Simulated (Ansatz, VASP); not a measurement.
# One calculation of Zr, two programs

File INCAR:

```
  PREC = Accurate
  ENCUT = 600
  EDIFF = 1E-7
  ISMEAR = 0
  SIGMA = 0.1
  LREAL = False
  LASPH = True
  NELM = 60
  ALGO = Fast
  ISIF = 3
  LWAVE = False
  LCHARG = False
  IBRION = 2
  NSW = 100
  EDIFFG = -0.002
```

KPOINTS

```
Automatic mesh
0
Gamma
  12 12 8
```

Contents of POSCAR:

```
Zr
1.0
    3.2392314100      0.0000000000      0.0000000000
   -1.6196157100      2.8052566900      0.0000000000
    0.0000000000      0.0000000000      5.1722200000
Zr
2
Direct
    0.3333333300      0.6666666700      0.2500000000
    0.6666666700      0.3333333300      0.7500000000
```

Input for Ansatz:

```yaml
crystal:
  lattice:
    - [3.23923141, 0.0, 0.0]
    - [-1.61961571, 2.80525669, 0.0]
    - [0.0, 0.0, 5.17222]
  atoms:
    - { symbol: Zr, position: [0.33333333, 0.66666667, 0.25] }
    - { symbol: Zr, position: [0.66666667, 0.33333333, 0.75] }
basis:
  ecutwfc: 420
kpoints:
  mp_grid: { grid: [12, 12, 8] }
hamiltonian:
  xc: lda
  pseudopotentials: { kind: paw, azcp: { folder: soft_1 } }
scf:
  occupations: { method: gaussian, width: 0.1 }
output:
  forces: true
  stress: true
  eigenvalues: true
relax:
  adjacent_minimum: "off"
  f_tol: 0.002
  max_steps: 80
  cell: { stress_tol: 0.02 }
```

Alike in both runs: task relaxation of cell and atoms; functional LDA; k mesh 12 × 12 × 8; occupations gaussian, width 0.1 eV; no spin polarisation.

```csv
,VASP,Ansatz
version,VASP 6.6.1,Ansatz 0.2.0
potentials or method,"VASP PAW LDA potentials, release 64 (Zr_sv), cutoff 600 eV","scalar-relativistic, plane waves, PAW"
valence electrons in the cell,24,24
```

|  | VASP | Ansatz | Ansatz less VASP |
| --- | --- | --- | --- |
| gap on the k mesh at the Fermi level, each at its own relaxed structure (eV) | none | none | - |
| relaxed volume (Å³/atom) | 21.82 | 21.80 | -0.015 |
| relaxed length of the cell vector where the two differ most in proportion (Å) | 5.066 | 5.062 | -0.0035 |

Ansatz warns that its potentials were made for another functional, while VASP's fit it. LDA's correlation is that of Perdew and Zunger in VASP and of Perdew and Wang (1992) in Ansatz. A gap of «none» marks a metal or a gap that the smearing closes.
